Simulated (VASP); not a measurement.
# AlAs (F-43m) in VASP: G0W0 quasiparticle levels with PBEsol

Aim: the G0W0 quasiparticle levels of AlAs with PBEsol.

All numbers are computed with VASP 6.6.1; they aren't measurements. Logs are shortened: lines on timing, memory, paths and dates and some standing lists are left out, and cuts for length are marked.

## 1. The cell of the first run

Symmetry: F-43m, No. 216, cubic system. The conventional cell has a = 5.618 Å, b = 5.618 Å, c = 5.618 Å, α = 90.00°, β = 90.00°, γ = 90.00°. Al (site symmetry -43m) has 4 As at 2.43 Å within 3.2 Å. As (site symmetry -43m) has 4 Al at 2.43 Å within 3.2 Å.

## 2. G0W0 quasiparticle levels, PBEsol

The input, POSCAR:

```
AlAs
1.0
    0.0000000000      2.8089260313      2.8089260313
    2.8089260313      0.0000000000      2.8089260313
    2.8089260313      2.8089260313      0.0000000000
Al As
1 1
Direct
    0.0000000000      0.0000000000      0.0000000000
    0.2500000000      0.2500000000      0.2500000000
```

The input, INCAR.step1:

```
SYSTEM = AlAs
PREC = Accurate ; ENCUT = 500
EDIFF = 1E-8 ; ISMEAR = 0
SIGMA = 0.01 ; LREAL = .FALSE.
LASPH = .TRUE. ; NELM = 100
ALGO = Normal ; LWAVE = .TRUE.
LCHARG = .FALSE. ; GGA = PS
```

The input, INCAR.step2:

```
SYSTEM = AlAs
PREC = Accurate ; ENCUT = 500
EDIFF = 1E-8 ; ISMEAR = 0
SIGMA = 0.01 ; LREAL = .FALSE.
LASPH = .TRUE. ; NELM = 1
ALGO = Exact ; LWAVE = .TRUE.
LCHARG = .FALSE. ; GGA = PS
NBANDS = 247 ; LOPTICS = .TRUE.
ISTART = 1
```

The input, INCAR.step3:

```
SYSTEM = AlAs
PREC = Accurate ; ENCUT = 500
EDIFF = 1E-8 ; ISMEAR = 0
SIGMA = 0.01 ; LREAL = .FALSE.
LASPH = .TRUE. ; ALGO = EVGW0
LWAVE = .FALSE. ; LCHARG = .FALSE.
GGA = PS ; NELMGW = 1
NBANDS = 247 ; ENCUTGW = 180.0
NOMEGA = 96 ; PRECFOCK = Fast
ISTART = 1 ; NBANDSGW = 12
OMEGAMAX = 30
```

The input, KPOINTS:

```
regular mesh
0
G
  4 4 4
  0 0 0
```

Potentials or basis: VASP PAW PBE potentials, release 64 (Al_GW, As_GW).

Command:

```console
cat potpaw_PBE.64/Al_GW/POTCAR potpaw_PBE.64/As_GW/POTCAR > POTCAR
cp INCAR.step1 INCAR
mpirun -np 1 vasp_std > vasp.out
cp INCAR.step2 INCAR
mpirun -np 1 vasp_std > vasp.out
cp INCAR.step3 INCAR
mpirun -np 1 vasp_std > vasp.out
```

OUTCAR:

```text
SYSTEM = AlAs
   PREC = Accurate
   ENCUT = 500
   EDIFF = 1E-8
   ISMEAR = 0
   LREAL = .FALSE.
   LASPH = .TRUE.
   GGA = PS
   NELMGW = 1
   ENCUTGW = 180.0
   PRECFOCK = Fast
   ISTART = 1

 ion  position               nearest neighbor table
   1  0.000  0.000  0.000-   2 2.43   2 2.43   2 2.43   2 2.43
   2  0.250  0.250  0.250-   1 2.43   1 2.43   1 2.43   1 2.43

  LATTYP: Found a face centered cubic cell.
 ALAT       =     5.6178520626

  Lattice vectors:

 A1 = (   0.0000000000,   2.8089260313,   2.8089260313)
 A2 = (   2.8089260313,   0.0000000000,   2.8089260313)
 A3 = (   2.8089260313,   2.8089260313,   0.0000000000)

Analysis of symmetry for initial positions (statically):
=====================================================================
 Subroutine PRICEL returns:
 Original cell was already a primitive cell.

 Routine SETGRP: Setting up the symmetry group for a
 face centered cubic supercell.

 Subroutine GETGRP returns: Found 24 space group operations
 (whereof 24 operations were pure point group operations)
 out of a pool of 48 trial point group operations.

The static configuration has the point symmetry T_d .

Analysis of symmetry for dynamics (positions and initial velocities):
=====================================================================
 Subroutine PRICEL returns:
 Original cell was already a primitive cell.

 Routine SETGRP: Setting up the symmetry group for a
 face centered cubic supercell.

 Subroutine GETGRP returns: Found 24 space group operations
 (whereof 24 operations were pure point group operations)
 out of a pool of 48 trial point group operations.

The dynamic configuration has the point symmetry T_d .

 Subroutine INISYM returns: Found 24 space group operations
 (whereof 24 operations are pure point group operations),
 and found     1 'primitive' translations

----------------------------------------------------------------------------------------

                                     Primitive cell

  volume of cell :      44.3252

  direct lattice vectors                    reciprocal lattice vectors
     0.000000000  2.808926031  2.808926031    -0.178003975  0.178003975  0.178003975
     2.808926031  0.000000000  2.808926031     0.178003975 -0.178003975  0.178003975
     2.808926031  2.808926031  0.000000000     0.178003975  0.178003975 -0.178003975

  length of vectors
     3.972421289  3.972421289  3.972421289     0.308311929  0.308311929  0.308311929

  position of ions in fractional coordinates (direct lattice)
     0.000000000  0.000000000  0.000000000
     0.250000000  0.250000000  0.250000000

  ion indices of the primitive-cell ions
   primitive index   ion index
                 1           1
                 2           2

----------------------------------------------------------------------------------------

 KPOINTS: regular mesh

Automatic generation of k-mesh.
 Grid dimensions read from file:
 generate k-points for:    4    4    4

 Generating k-lattice:

  Cartesian coordinates                     Fractional coordinates (reciprocal lattice)
    -0.044500994  0.044500994  0.044500994     0.250000000  0.000000000  0.000000000
     0.044500994 -0.044500994  0.044500994     0.000000000  0.250000000  0.000000000
     0.044500994  0.044500994 -0.044500994     0.000000000  0.000000000  0.250000000

  Length of vectors
     0.077077982  0.077077982  0.077077982

  Shift w.r.t. Gamma in fractional coordinates (k-lattice)
     0.000000000  0.000000000  0.000000000

 Subroutine IBZKPT returns following result:
 ===========================================

 Found      8 irreducible k-points:

 Following reciprocal coordinates:
            Coordinates               Weight
  0.000000  0.000000  0.000000      1.000000
  0.250000  0.000000  0.000000      8.000000
  0.500000  0.000000  0.000000      4.000000
  0.250000  0.250000  0.000000      6.000000
  0.500000  0.250000  0.000000     24.000000
 -0.250000  0.250000  0.000000     12.000000
  0.500000  0.500000  0.000000      3.000000
 -0.250000  0.500000  0.250000      6.000000
   k-points           NKPTS =      8   k-points in BZ     NKDIM =     64   number of bands    NBANDS=    247
   number of dos      NEDOS =    301   number of ions     NIONS =      2
   total plane-waves  NPLWV =  27000
   dimension x,y,z NGX =    30 NGY =   30 NGZ =   30
   dimension x,y,z NGXF=    60 NGYF=   60 NGZF=   60
   ions per type =               1   1
   NGX,Y,Z   is equivalent  to a cutoff of  12.56, 12.56, 12.56 a.u.
   NGXF,Y,Z  is equivalent  to a cutoff of  25.11, 25.11, 25.11 a.u.
 SYSTEM =  AlAs
   PREC   = accura    normal or accurate (medium, high low for compatibility)
   ISTART =      1    job   : 0-new  1-cont  2-samecut
   ICHARG =      0    charge: 1-file 2-atom 10-const
   ISPIN  =      1    spin polarized calculation?
   LNONCOLLINEAR =      F non collinear calculations
   LSORBIT =      F    spin-orbit coupling
   LASPH  =      T    aspherical Exc in radial PAW
   ENCUT  =  500.0 eV  36.75 Ry    6.06 a.u.   7.24  7.24  7.24*2*pi/ulx,y,z
   NELM   =     60;   NELMIN=  2; NELMDL=  0     # of ELM steps
   EDIFF  = 0.1E-07   stopping-criterion for ELM
   LREAL  =      F    real-space projection
   EDIFFG = 0.1E-06   stopping-criterion for IOM
   NSW    =      0    number of steps for IOM
   IBRION =     -1    ionic relax: 0-MD 1-quasi-New 2-CG
   NFREE  =      0    steps in history (QN), initial steepest desc. (CG)
   ISIF   =      0    stress and relaxation
   ISYM   =      3    0-nonsym 1-usesym 2-fastsym
   POTIM  = 0.5000    time-step for ionic-motion
   TEBEG  =    0.0;   TEEND  =   0.0 temperature during run
   PSTRESS=    0.0 pullay stress
   NELECT =       8.0000    total number of electrons
   NUPDOWN=      -1.0000    fix difference up-down
   EMIN   =  10.00;   EMAX   =-10.00  energy-range for DOS
   EFERMI =   0.00;   METHOD = LEGACY
   ISMEAR =     0;   SIGMA  =   0.01  broadening in eV -4-tet -1-fermi 0-gaus
   EFERMI_NEDOS =   21; number of points for ismear=-14 and -15
   IALGO  =     38    algorithm
   IMIX   =      4    mixing-type and parameters
     AMIX     =   0.40;   BMIX     =  1.00
     AMIX_MAG =   1.60;   BMIX_MAG =  1.00
  volume/ion in A,a.u.               =      22.16       149.56
  Fermi-wavevector in a.u.,A,eV,Ry     =   0.925169  1.748316 11.645746  0.855938
  Thomas-Fermi vector in A             =   2.050994
   LORBIT       =      0    0 simple, 1 ext, 2 COOP (PROOUT), +10 PAW based schemes
   GGA     = PS    functional components
   LHFCALC =     T    Hartree Fock is set to
   PRECFOCK=fast      Normal, Fast or Accurate (Low or Medium for compatibility)
   ENCUT4O =  -1.0   cutoff for four orbital integrals eV
   NKREDX  =     1    reduce k-point grid by
   NKREDY  =     1    reduce k-point grid by
   NKREDZ  =     1    reduce k-point grid by
   AEXX    =    1.0000 exact exchange contribution
   HFSCREEN=    0.0000 screening length (either q_TF or 0.3 A-1)
   HFSCREENC=   0.0000 screening length for correlation (either q_TF or 0.3 A-1)
   ENCUTFOCK=  -1.0 apply spherical cutoff to Coloumb kernel
   IVDW    =     0    specifies the selected vdW correction
   LEPSILON=     F    determine dielectric tensor
   LRPA    =     F    only Hartree local field effects (RPA)
   LRPAFORCE           =     F    calculate RPA forces
   ENCUTGW             = 180.0    cutoff for response function in eV
   ENCUTGWSOFT         = 144.0    soft cutoff for Coulomb kernel in GW response function in eV
   ENCUTLF             =  -1.0    cutoff for local field effects
   NELMGW              =     1    number of iterations in solving QP/BSE equation
   NELMHF              =     1    number of iterations in the inner HF iteration
   NKREDLFX            =     1    NKREDLFY  =   1   NKREDLFZ  =   1
 non-spin polarized calculation
 Gauss-broadening in eV      SIGMA  =   0.01
  energy-cutoff  :      500.00
  volume of cell :       44.33
 maximum number of plane-waves:      1158
 NGX is ok and might be reduce to    30
  NGX = 16; NGY = 16; NGZ = 16
   NGX = 15   NGY = 15   NGZ = 15
 maximum number of plane-waves:       259

 QP shifts <psi_nk| G(iteration)W_0 |psi_nk>: iteration 1
 for sc-GW calculations column KS-energies equals QP-energies in previous step
 and V_xc(KS)=  KS-energies - (<T + V_ion + V_H > + <T+V_H+V_ion>^1  + <V_x>^1)

 k-point   1 :       0.0000    0.0000    0.0000
  band No.  KS-energies  QP-energies   sigma(KS)   V_xc(KS)     V^pw_x(r,r')   Z            occupation Imag(sigma)

      1      -8.4590      -9.0068     -11.8152     -10.9887     -17.9361       0.6628       2.0000       1.1642
      2       3.5649       2.9439     -12.1952     -11.3845     -13.3331       0.7660       2.0000       0.0484
      3       3.5649       2.9439     -12.1952     -11.3845     -13.3331       0.7660       2.0000       0.0484
      4       3.5649       2.9439     -12.1952     -11.3845     -13.3331       0.7660       2.0000       0.0484
      5       5.6992       6.1525      -9.5067     -10.0940      -5.4695       0.7719       0.0000      -0.0962
      6       7.8351       8.0258      -9.0371      -9.2889      -4.5949       0.7575       0.0000      -0.1199
      7       7.8351       8.0258      -9.0371      -9.2889      -4.5949       0.7575       0.0000      -0.1199
      8       7.8351       8.0258      -9.0371      -9.2889      -4.5949       0.7575       0.0000      -0.1199
      9      12.3738      12.4752      -7.7435      -7.8767      -2.3001       0.7606       0.0000      -0.3180
     10      12.5778      12.7192      -9.0435      -9.2331      -3.7102       0.7459       0.0000      -0.2591
     11      12.5778      12.7192      -9.0435      -9.2331      -3.7102       0.7459       0.0000      -0.2591
     12      14.9218      14.9616      -7.8587      -7.9115      -2.0494       0.7536       0.0000      -0.5506

 k-point   2 :       0.2500    0.0000    0.0000
  band No.  KS-energies  QP-energies   sigma(KS)   V_xc(KS)     V^pw_x(r,r')   Z            occupation Imag(sigma)

      1      -7.8583      -8.3886     -11.9536     -11.1742     -17.8575       0.6804       2.0000       1.0927
      2       0.0985      -0.5249     -11.2270     -10.3786     -13.3845       0.7348       2.0000       0.1247
      3       3.0707       2.4363     -12.0083     -11.1768     -13.2570       0.7629       2.0000       0.0531
      4       3.0707       2.4363     -12.0083     -11.1768     -13.2570       0.7629       2.0000       0.0531
      5       6.1913       6.4850      -9.1180      -9.4994      -5.0311       0.7700       0.0000      -0.0987
      6       8.4576       8.6491      -9.0347      -9.2886      -4.4261       0.7546       0.0000      -0.1357
      7       8.4576       8.6491      -9.0347      -9.2886      -4.4261       0.7546       0.0000      -0.1357
      8      10.0640      10.3177      -9.6578      -9.9978      -4.7223       0.7462       0.0000      -0.1920
      9      11.8296      11.9422      -8.7151      -8.8647      -3.4888       0.7522       0.0000      -0.2596
     10      11.8296      11.9422      -8.7151      -8.8647      -3.4888       0.7522       0.0000      -0.2596
     11      12.8390      12.8751      -7.5599      -7.6076      -2.0859       0.7548       0.0000      -0.3551
     12      15.9669      16.0955      -8.4197      -8.5929      -2.3709       0.7430       0.0000      -0.5782
[... 68 lines left out ...]
      1      -6.3912      -6.8378     -12.5403     -11.9007     -17.8821       0.6981       2.0000       0.8539
      2      -1.9830      -2.6442     -10.9363      -9.9949     -14.1509       0.7025       2.0000       0.2639
      3       1.3136       0.6205     -11.4849     -10.5552     -13.3289       0.7455       2.0000       0.0860
      4       1.3136       0.6205     -11.4849     -10.5552     -13.3289       0.7455       2.0000       0.0860
      5       4.8124       4.9132      -8.0096      -8.1387      -4.2293       0.7813       0.0000      -0.0883
      6       5.7575       5.8923      -8.5574      -8.7307      -4.6790       0.7778       0.0000      -0.0908
      7      13.9970      14.1859      -9.6340      -9.8962      -3.3082       0.7204       0.0000      -0.5324
      8      13.9970      14.1859      -9.6340      -9.8962      -3.3082       0.7204       0.0000      -0.5324
      9      15.4791      15.7190     -10.0692     -10.3938      -3.8487       0.7391       0.0000      -0.5951
     10      16.2263      16.2935      -9.8398      -9.9294      -3.7067       0.7506       0.0000      -0.5996
     11      16.2263      16.2935      -9.8398      -9.9294      -3.7067       0.7506       0.0000      -0.5996
     12      16.6484      16.8094      -8.9144      -9.1301      -2.4428       0.7467       0.0000      -0.7477

 k-point   8 :      -0.2500    0.5000    0.2500
  band No.  KS-energies  QP-energies   sigma(KS)   V_xc(KS)     V^pw_x(r,r')   Z            occupation Imag(sigma)

      1      -6.3551      -6.8011     -12.5872     -11.9452     -17.9145       0.6948       2.0000       0.8392
      2      -1.6126      -2.2747     -11.0680     -10.1310     -14.1046       0.7066       2.0000       0.2291
      3       0.2439      -0.4396     -10.9266      -9.9981     -13.0309       0.7361       2.0000       0.1178
      4       0.6077      -0.0491     -10.7842      -9.9000     -12.6406       0.7429       2.0000       0.0992
      5       7.7876       7.8739      -8.9875      -9.1003      -4.7285       0.7643       0.0000      -0.1201
      6       9.2597       9.5036      -8.7702      -9.0957      -3.7527       0.7494       0.0000      -0.1814
      7       9.2855       9.5679      -9.7327     -10.1087      -4.9337       0.7510       0.0000      -0.1643
      8       9.5405       9.6283      -8.7069      -8.8224      -4.0150       0.7597       0.0000      -0.1539
      9      14.2551      14.4200      -9.6200      -9.8465      -3.3450       0.7275       0.0000      -0.5386
     10      16.0087      16.1454     -10.0303     -10.2152      -3.7545       0.7394       0.0000      -0.6084
     11      16.2331      16.4045      -9.3793      -9.6102      -3.0310       0.7425       0.0000      -0.6896
     12      17.6490      17.8404      -9.6008      -9.8601      -3.2287       0.7383       0.0000      -0.7327
```

Wall time 5.9 min (1 thread of Intel Xeon 8259CL, shared host); peak memory 0.66 GiB.

Results:

```yaml
Quasiparticle_gap: 1.97 eV
Least_direct_quasiparticle_gap: 3.21 eV
Band_gap_of_the_starting_levels_on_the_mesh: 1.25 eV
Least_direct_gap_of_the_starting_levels_on_the_mesh: 2.13 eV
```

Caveat: the k points lie up to 0.48 Å⁻¹ apart; bands, screening cutoff and mesh are small and nothing is extrapolated, so the quasiparticle values aren't converged.
